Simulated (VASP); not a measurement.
Wanted: the native input for a VASP 6.6.1 run.

```
Task                   : single point
Functional             : r2SCAN
Potentials or basis    : VASP PAW PBE potentials, release 64 (Li_sv, Rh_pv)
Cutoff                 : 830 eV
k mesh                 : 7 × 7 × 7
Occupations            : methfessel-paxton, width 0.2 eV
Spin                   : no spin polarisation
Dipole correction      : no
Further INCAR settings : ALGO = Normal; EDIFF = 1e-06; NBANDS = 20
```

Crystal: Li3Rh.

```
Li Rh
1.0
     0.00000    2.98141    2.98141
     2.98141    0.00000    2.98141
     2.98141    2.98141    0.00000
Li Rh
3 1
Direct
  0.25000 0.25000 0.25000
  0.75000 0.75000 0.75000
  0.50000 0.50000 0.50000
  0.00000 0.00000 0.00000
```

The input as run:

POSCAR

```
Li3Rh
1.0
    0.0000000000      2.9814105000      2.9814105000
    2.9814105000      0.0000000000      2.9814105000
    2.9814105000      2.9814105000      0.0000000000
Li Rh
3 1
Direct
    0.2500000000      0.2500000000      0.2500000000
    0.7500000000      0.7500000000      0.7500000000
    0.5000000000      0.5000000000      0.5000000000
    0.0000000000      0.0000000000      0.0000000000
```

INCAR.step1

```
SYSTEM = Li3Rh
PREC = Accurate
ENCUT = 830
ISMEAR = 1
SIGMA = 0.2
LREAL = .False.
LASPH = .True.
NELM = 120
NBANDS = 20
GGA = PE
ALGO = Normal
EDIFF = 1E-5
LWAVE = .True.
LCHARG = .False.
GGA_COMPAT = .False.
```

INCAR.step2

```
SYSTEM = Li3Rh
PREC = Accurate
ENCUT = 830
EDIFF = 1E-6
ISMEAR = 1
SIGMA = 0.2
LREAL = .False.
LASPH = .True.
NELM = 120
ALGO = Normal
ISIF = 2
LWAVE = .False.
LCHARG = .True.
METAGGA = R2SCAN
LMIXTAU = .True.
LELF = .True.
LVHAR = .True.
NBANDS = 20
ISTART = 1
GGA_COMPAT = .False.
```

KPOINTS

```
regular mesh
0
Gamma
  7 7 7
  0 0 0
```

Potentials or basis: VASP PAW PBE potentials, release 64 (Li_sv, Rh_pv).

Command:

```console
$ cat potpaw_PBE.64/Li_sv/POTCAR potpaw_PBE.64/Rh_pv/POTCAR > POTCAR
$ cp INCAR.step1 INCAR
$ mpirun -np 1 vasp_std > vasp.out
$ cp INCAR.step2 INCAR
$ mpirun -np 1 vasp_std > vasp.out
```

Results of the run:

```
Pressure : 0.3 GPa
```

Caveat: the PAW data sets were made with another functional, which shifts forces and pressure a little.

It took 4.2 min on 1 thread of AMD EPYC 7R43 64-Core Processor (Zen 3), on a shared host, peak memory 0.24 GiB.
